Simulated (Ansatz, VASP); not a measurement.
## CuO: VASP beside Ansatz

The input INCAR:

```
SYSTEM = CuO
PREC = Accurate
ENCUT = 520
EDIFF = 1E-7
ISMEAR = 0
SIGMA = 0.15
LREAL = .FALSE.
LASPH = .TRUE.
NELM = 150
ALGO = Normal
ISIF = 2
LWAVE = .FALSE.
LCHARG = .TRUE.
LMAXMIX = 4
LDAU = .TRUE.
LDAUTYPE = 2
LDAUL = 2 -1
LDAUU = 4 0
LDAUJ = 0 0
LDAUPRINT = 1
GGA = PE
LELF = .TRUE.
LVHAR = .TRUE.
NBANDS = 25
```

Contents of KPOINTS:

```
Automatic mesh
0
G
  16 16 10
  0 0 0
```

Contents of POSCAR:

```
CuO
1.0
    2.0891998036     -2.1017673939      0.0000000000
    2.0891998036      2.1017673939      0.0000000000
    0.0000000000      0.0000000000      5.1736067094
Cu O
2 2
Direct
    0.0000000000      0.5000000000      0.0000000000
    0.5000000000      0.0000000000      0.5000000000
    0.5000000000      0.5000000000      0.2500000000
    0.5000000000      0.5000000000      0.7500000000
```

Input for Ansatz:

```yaml
crystal:
  lattice:
    - [2.0891998036, -2.1017673939, 0.0]
    - [2.0891998036, 2.1017673939, 0.0]
    - [0.0, 0.0, 5.1736067094]
  atoms:
    - { symbol: Cu, position: [0.0, 0.5, 0.0] }
    - { symbol: Cu, position: [0.5, 0.0, 0.5] }
    - { symbol: O, position: [0.5, 0.5, 0.25] }
    - { symbol: O, position: [0.5, 0.5, 0.75] }
basis:
  ecutwfc: 420
kpoints:
  mp_grid: { grid: [16, 16, 10] }
hamiltonian:
  xc: pbe
  hubbard: { sites: [{ species: Cu, l: d, u_eff: 4.0 }] }
scf:
  occupations: { method: gaussian, width: 0.15 }
output:
  forces: true
  stress: true
  eigenvalues: true
  write_density: true
  write_potential: true
  elf: true
  volumetric_format: npy
```

Alike in both runs: task single point; functional PBE; k mesh 16 × 16 × 10; occupations gaussian, width 0.15 eV; no spin polarisation; Hubbard terms Cu d U = 4.0 eV.

|  | VASP | Ansatz |
| --- | --- | --- |
| version | VASP 6.6.1 | Ansatz 0.2.0 |
| potentials or method | VASP PAW PBE potentials, release 64 (Cu, O), cutoff 520 eV | scalar-relativistic, plane waves, PAW |
| valence electrons in the cell | 34 | 50 |

VASP gave:

| Item | Value |
| --- | --- |
| gap on the k mesh at the Fermi level (eV) | none |
| pressure (GPa) | -3.2 |
| traceless stress, the component that is largest in VASP (GPa) | -0.41 |

What did Ansatz give for the same quantities?

gap on the k mesh at the Fermi level (eV): none; pressure (GPa): 0.0; traceless stress, the component that is largest in VASP (GPa): 0.02.

The programs project onto different local orbitals, so the same U acts differently, and such runs can settle in different states. A gap of «none» marks a metal or a gap that the smearing closes. VASP's potentials hold 34 valence electrons a cell and Ansatz's 50, so a difference there can come from the potentials and not from the codes. Ansatz's warnings: filled band counts differ across k points.
